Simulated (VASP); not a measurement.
Runs of VASP 6.6.1 on TiB2. The structure is that of space group P6/mmm (No. 191), or close to it. The cells are those of the table. 

| cell | gap on the mesh (eV) | pressure (GPa) |
| --- | --- | --- |
| a = 3.103, b = 3.103, c = 3.307 Å, angles 90.0, 90.0, 120.0°, 3 atoms | none | (a) |
| a = 3.127, b = 3.127, c = 3.333 Å, angles 90.0, 90.0, 120.0°, 3 atoms | none | -19.9 |
| a = 3.054, b = 3.054, c = 3.255 Å, angles 90.0, 90.0, 120.0°, 3 atoms | none | -5.6 |
| a = 3.029, b = 3.029, c = 3.228 Å, angles 90.0, 90.0, 120.0°, 3 atoms | none | 0.4 |
| a = 3.004, b = 3.004, c = 3.201 Å, angles 90.0, 90.0, 120.0°, 3 atoms | none | 7.3 |
| a = 2.978, b = 2.978, c = 3.174 Å, angles 90.0, 90.0, 120.0°, 3 atoms | none | (b) |
| a = 3.079, b = 3.079, c = 3.281 Å, angles 90.0, 90.0, 120.0°, 3 atoms | none | -11.0 |
| a = 2.951, b = 2.951, c = 3.146 Å, angles 90.0, 90.0, 120.0°, 3 atoms | none | 23.6 |
| a = 2.925, b = 2.925, c = 3.117 Å, angles 90.0, 90.0, 120.0°, 3 atoms | none | 33.4 |

Alike in all rows: task single point; level PBE; potentials or basis VASP PAW PBE potentials, release 64 (Ti_sv, B); no spin polarisation; k mesh 11 × 11 × 9; cutoff (eV) 520; smearing methfessel-paxton 0.15 eV.

Estimate the missing entries.

(a) -15.7; (b) 15.0.

A gap of «none» marks levels without a gap at the run's occupations.
